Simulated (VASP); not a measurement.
**SiHg2 (fluorite type): relaxation of cell and atoms with PBE**

The system is SiHg2 (fluorite type).

```
CELL_PARAMETERS angstrom
0.00000 3.16498 3.16498
3.16498 0.00000 3.16498
3.16498 3.16498 0.00000
ATOMIC_POSITIONS crystal
Si 0.00000 0.00000 0.00000
Hg 0.25000 0.25000 0.25000
Hg 0.75000 0.75000 0.75000
```

| Property | Result |
| --- | --- |
| Program | VASP 6.6.1 |
| Task | relaxation of cell and atoms |
| Functional | PBE |
| Potentials or basis | VASP PAW PBE potentials, release 64 (Si, Hg_sv_GW) |
| Cutoff | 550 eV |
| k mesh | 9 × 9 × 9 |
| Occupations | fermi-dirac, width 0.03 eV |
| Spin | no spin polarisation |
| Dipole correction | no |
| Further INCAR settings | ALGO = Normal; EDIFF = 1e-07; IBRION = 2; EDIFFG = -0.005; NSW = 100; ISIF = 3 |

```
Relaxed volume                        : 23.40 Å³/atom
Relaxed cell                          : a = 4.630 Å, b = 4.630 Å, c = 4.630 Å, α = 60.00°, β = 60.00°, γ = 60.00°
Space group after relaxing (to 0.1 Å) : Fm-3m (No. 225)
Energy gained by relaxing             : 47.7 meV/atom
Ionic steps                           : 3
Pressure after relaxing               : 0.0 GPa
Band gap on the k mesh                : zero (bands 22 and 23 overlap by 3.11 eV)
```

Step by step:
```
step  energy change (eV)  largest force (eV/Å)  pressure (GPa)  volume (Å³)
   1              0.0000                0.0000            7.44        63.41
   2             -0.1271                0.0000           -1.90        72.84
   3             -0.1431                0.0000            0.03        70.19
```

Final structure:
```cif
data_structure
_symmetry_space_group_name_H-M 'P 1'
_symmetry_Int_Tables_number 1
_cell_length_a 4.6302
_cell_length_b 4.6302
_cell_length_c 4.6302
_cell_angle_alpha 60.000
_cell_angle_beta 60.000
_cell_angle_gamma 60.000
_cell_volume 70.19
loop_
_atom_site_label
_atom_site_type_symbol
_atom_site_fract_x
_atom_site_fract_y
_atom_site_fract_z
_atom_site_occupancy
Si1 Si 0.00000 0.00000 0.00000 1
Hg1 Hg 0.25000 0.25000 0.25000 1
Hg2 Hg 0.75000 0.75000 0.75000 1
```

Levels at points of the mesh, in eV from the Fermi level:
```csv
k point,band 20,band 21,band 22,band 23,band 24,band 25
"(0.00, 0.00, 0.00)",-0.44,1.28,1.30,1.30,1.30,2.06
```

Run time: 120 s on 1 thread of Intel(R) Xeon(R) Platinum 8488C (Sapphire Rapids), on a shared host, peak memory 0.26 GiB.

Caveat: spin-orbit coupling is left out, which moves the levels of the heavy elements.
